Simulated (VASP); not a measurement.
A run of VASP 6.6.1 is set up as follows.

The input INCAR:

```
PREC = Accurate
ENCUT = 520
EDIFF = 1E-6
ISMEAR = 0
SIGMA = 0.15
LREAL = F
LASPH = T
NELM = 60
ALGO = Fast
ISIF = 2
LWAVE = F
LCHARG = T
GGA = PS
LELF = T
LVHAR = T
NBANDS = 21
```

KPOINTS

```
regular mesh
0
Gamma
  18 18 18
```

The input POSCAR:

```
Sn
1.0
    0.0000000000      2.9140797620      4.1205087835
    2.9140797620      0.0000000000      4.1205087835
    2.9140797620      2.9140797620      0.0000000000
Sn
2
Direct
    0.5000000000      0.5000000000      0.5000000000
    0.7500000000      0.7500000000      0.7500000000
```

Potentials or basis: VASP PAW PBE potentials, release 64 (Sn_d).

Launch:

```sh
$ cat potpaw_PBE.64/Sn_d/POTCAR > POTCAR
$ mpirun -np 1 vasp_std > vasp.out
```

(1) Predict the pressure.

(2) Estimate the band gap on the k mesh.

Results:

(1) -0.6 GPa.

(2) zero (bands 14 and 15 overlap by 1.20 eV).

Caveat: the PAW data sets were made with another functional, which shifts forces and pressure a little; spin-orbit coupling is left out, which moves the levels of the heavy elements.
